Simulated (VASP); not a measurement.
# SiO2 (Stishovite) (P4_2/mnm) in VASP: a series of runs, part 3 of 3

VASP 6.6.1.

### Step 5. Single point, r2SCAN (volume changed by -3%)

Contents of POSCAR:

```
SiO2
1.0
    4.1429119491      0.0000000000      0.0000000000
    0.0000000000      4.1429119491      0.0000000000
    0.0000000000      0.0000000000      2.6418797534
Si O
2 4
Direct
    0.0000000000      0.0000000000      0.0000000000
    0.5000000000      0.5000000000      0.5000000000
    0.3061010378      0.3061010378      0.0000000000
    0.1938989622      0.8061010378      0.5000000000
    0.6938989622      0.6938989622      0.0000000000
    0.8061010378      0.1938989622      0.5000000000
```

Contents of INCAR.step1:

```
  PREC = Accurate
  ENCUT = 520
  ISMEAR = 0
  SIGMA = 0.01
  LREAL = False
  LASPH = True
  NELM = 60
  NBANDS = 25
  GGA = PE
  ALGO = Normal
  EDIFF = 1E-4
  LWAVE = True
  LCHARG = False
```

Contents of INCAR.step2:

```
  PREC = Accurate
  ENCUT = 520
  EDIFF = 1E-7
  ISMEAR = 0
  SIGMA = 0.01
  LREAL = False
  LASPH = True
  NELM = 60
  ALGO = Normal
  ISIF = 2
  LWAVE = False
  LCHARG = True
  METAGGA = R2SCAN
  LMIXTAU = True
  LELF = True
  LVHAR = True
  NBANDS = 25
  ISTART = 1
```

Contents of KPOINTS:

```
regular mesh
0
Gamma
  6 6 8
```

Potentials or basis: VASP PAW PBE potentials, release 64 (Si, O).

Started as:

```console
cat potpaw_PBE.64/Si/POTCAR potpaw_PBE.64/O/POTCAR > POTCAR
cp INCAR.step1 INCAR
mpirun -np 1 vasp_std > vasp.out
cp INCAR.step2 INCAR
mpirun -np 1 vasp_std > vasp.out
```

OUTCAR:

```text
PREC = Accurate
   ENCUT = 520
   EDIFF = 1E-7
   ISMEAR = 0
   LREAL = False
   LASPH = True
   NELM = 60
   ISIF = 2
   METAGGA = R2SCAN
   ISTART = 1

 ion  position               nearest neighbor table
   1  0.000  0.000  0.000-   4 1.74   6 1.74   4 1.74   6 1.74   5 1.79   3 1.79
   2  0.500  0.500  0.500-   3 1.74   5 1.74   3 1.74   5 1.74   4 1.79   6 1.79
   3  0.306  0.306  0.000-   2 1.74   2 1.74   1 1.79
   4  0.194  0.806  0.500-   1 1.74   1 1.74   2 1.79
   5  0.694  0.694  0.000-   2 1.74   2 1.74   1 1.79
   6  0.806  0.194  0.500-   1 1.74   1 1.74   2 1.79

  LATTYP: Found a simple tetragonal cell.
 ALAT       =     4.1429119491
 C/A-ratio  =     0.6376866769

  Lattice vectors:

 A1 = (   4.1429119491,   0.0000000000,   0.0000000000)
 A2 = (   0.0000000000,   4.1429119491,   0.0000000000)
 A3 = (   0.0000000000,   0.0000000000,   2.6418797534)

Analysis of symmetry for initial positions (statically):
=====================================================================
 Subroutine PRICEL returns:
 Original cell was already a primitive cell.
[... 177 lines left out ...]
  free energy    TOTEN  =       -58.73139859 eV

  energy without entropy =      -58.73139859  energy(sigma->0) =      -58.73139859

 E-fermi :   8.2892     XC(G=0): -13.0316

 val. band max:        8.2127520071   @ k =   0.0000   0.0000   0.0000
 cond. band min:      15.2999451989   @ k =   0.0000   0.0000   0.0000
 fundamental gap:      7.0871931918
 Fermi energy:         8.2891708410

 k-point     1 :       0.0000    0.0000    0.0000
  band No.  band energies     occupation
      1     -15.6486      2.00000
      2     -11.9055      2.00000
      3     -11.9055      2.00000
      4     -11.6358      2.00000
      5      -3.0112      2.00000
      6       1.5303      2.00000
[... 661 lines left out ...]
     24      22.4400      0.00000
     25      23.2776      0.00000

 [... further k-points ...]
[... 5 lines left out ...]
  --------------------------------------------------------------------------------------
  -------------------------------------------------------------------------------------
  Total        2.9214601      2.9214601      3.8504824      0.0000000      0.0000000      0.0000000
  in kB      103.2252858    103.2252858    136.0508536      0.0000000      0.0000000      0.0000000
  external PRESSURE =     114.1671417 kB  Pullay stress =       0.0000000 kB

 VOLUME and BASIS-vectors are now :
 -----------------------------------------------------------------------------
  energy-cutoff  :      520.00
  volume of cell :       45.34
      direct lattice vectors                 reciprocal lattice vectors
     4.142911949  0.000000000  0.000000000     0.241376117  0.000000000  0.000000000
     0.000000000  4.142911949  0.000000000     0.000000000  0.241376117  0.000000000
     0.000000000  0.000000000  2.641879753     0.000000000  0.000000000  0.378518363

 POSITION                                       TOTAL-FORCE (eV/Angst)
 -----------------------------------------------------------------------------------
      0.00000      0.00000      0.00000         0.000000     -0.000000      0.000000
      2.07146      2.07146      1.32094         0.000000     -0.000000      0.000000
      1.26815      1.26815      0.00000        -0.172609     -0.172609      0.000000
      0.80331      3.33961      1.32094         0.172609     -0.172609      0.000000
      2.87476      2.87476      0.00000         0.172609      0.172609     -0.000000
      3.33961      0.80331      1.32094        -0.172609      0.172609      0.000000
 -----------------------------------------------------------------------------------
    total drift:                                0.000000      0.000000     -0.000000

  FREE ENERGIE OF THE ION-ELECTRON SYSTEM (eV)
  ---------------------------------------------------
  free  energy   TOTEN  =       -58.7313985874 eV

  energy  without entropy=      -58.7313985874  energy(sigma->0) =      -58.73139859
```

OUTCAR.step1:

```text
PREC = Accurate
   ENCUT = 520
   ISMEAR = 0
   LREAL = False
   LASPH = True
[... 911 lines left out ...]
      1.26815      1.26815      0.00000        -0.225485     -0.225485      0.000000
      0.80331      3.33961      1.32094         0.225485     -0.225485      0.000000
      2.87476      2.87476      0.00000         0.225485      0.225485     -0.000000
      3.33961      0.80331      1.32094        -0.225485      0.225485     -0.000000
 -----------------------------------------------------------------------------------
    total drift:                                0.000000      0.000000     -0.000000

  FREE ENERGIE OF THE ION-ELECTRON SYSTEM (eV)
  ---------------------------------------------------
  free  energy   TOTEN  =       -46.1341788665 eV

  energy  without entropy=      -46.1341788665  energy(sigma->0) =      -46.13417887
```

OSZICAR.step1:

```text
N       E                     dE             d eps       ncg     rms          rms(c)
DAV:   1     0.139348473406E+03    0.13935E+03   -0.17934E+04  2524   0.124E+03
DAV:   2    -0.439617165833E+02   -0.18331E+03   -0.17584E+03  3231   0.282E+02
DAV:   3    -0.508051483600E+02   -0.68434E+01   -0.68156E+01  3344   0.520E+01
DAV:   4    -0.508478688313E+02   -0.42720E-01   -0.42709E-01  2932   0.477E+00
DAV:   5    -0.508482076900E+02   -0.33886E-03   -0.33879E-03  3370   0.400E-01    0.182E+01
DAV:   6    -0.460785261461E+02    0.47697E+01   -0.13207E+01  3161   0.246E+01    0.845E+00
DAV:   7    -0.461135059885E+02   -0.34980E-01   -0.85068E-01  3181   0.538E+00    0.302E+00
DAV:   8    -0.461276438795E+02   -0.14138E-01   -0.28000E-02  3030   0.143E+00    0.110E+00
DAV:   9    -0.461339957948E+02   -0.63519E-02   -0.99103E-03  3188   0.833E-01    0.265E-01
DAV:  10    -0.461341873261E+02   -0.19153E-03   -0.35075E-04  3111   0.138E-01    0.386E-02
DAV:  11    -0.461341788665E+02    0.84597E-05   -0.52983E-05  1991   0.550E-02
   1 F= -.46134179E+02 E0= -.46134179E+02  d E =-.167372E-39
```

It took 56 s on 1 thread of Intel Xeon 6975P-C (Granite Rapids), shared host; peak memory 0.17 GiB.

Results:

```yaml
Free_energy: -58.7314 eV
Pressure: 11.4 GPa
Largest_force: 0.244 eV/Å
Band_gap_on_the_k_mesh: 7.09 eV, direct
```

Forces in eV/Å, atoms in the order of the input:
```
Si   0.000  0.000  0.000
Si   0.000  0.000  0.000
O   -0.173 -0.173  0.000
O    0.173 -0.173  0.000
O    0.173  0.173  0.000
O   -0.173  0.173  0.000
```

Caveat: the PAW data sets were made with another functional, which shifts forces and pressure a little. A k mesh can miss the band edges.

### Step 6. Overview

| level | cell | k mesh | gap on the mesh (eV) | pressure (GPa) | largest force (eV/Å) |
| --- | --- | --- | --- | --- | --- |
| PBE | a = 4.319, b = 4.319, c = 2.743 Å, 6 atoms | 6 × 6 × 8 | 4.05 | -15.3 | 0.36 |
| PBE | a = 4.185, b = 4.185, c = 2.669 Å, 6 atoms | 6 × 6 × 10 | 5.54 | 9.8 | 0.10 |
| r2SCAN | a = 4.100, b = 4.100, c = 2.614 Å, 6 atoms | 6 × 6 × 8 | 7.70 | 24.3 | 0.49 |
| r2SCAN | a = 4.143, b = 4.143, c = 2.642 Å, 6 atoms | 6 × 6 × 8 | 7.09 | 11.4 | 0.24 |

Alike in all rows: task single point; potentials or basis VASP PAW PBE potentials, release 64 (Si, O); no spin polarisation; cutoff (eV) 520; smearing gaussian 0.01 eV.

Caveats: the PAW data sets were made with another functional, which shifts forces and pressure a little (some runs).

Total energies depend on the potentials used, so only differences within one code and one set of settings carry meaning.
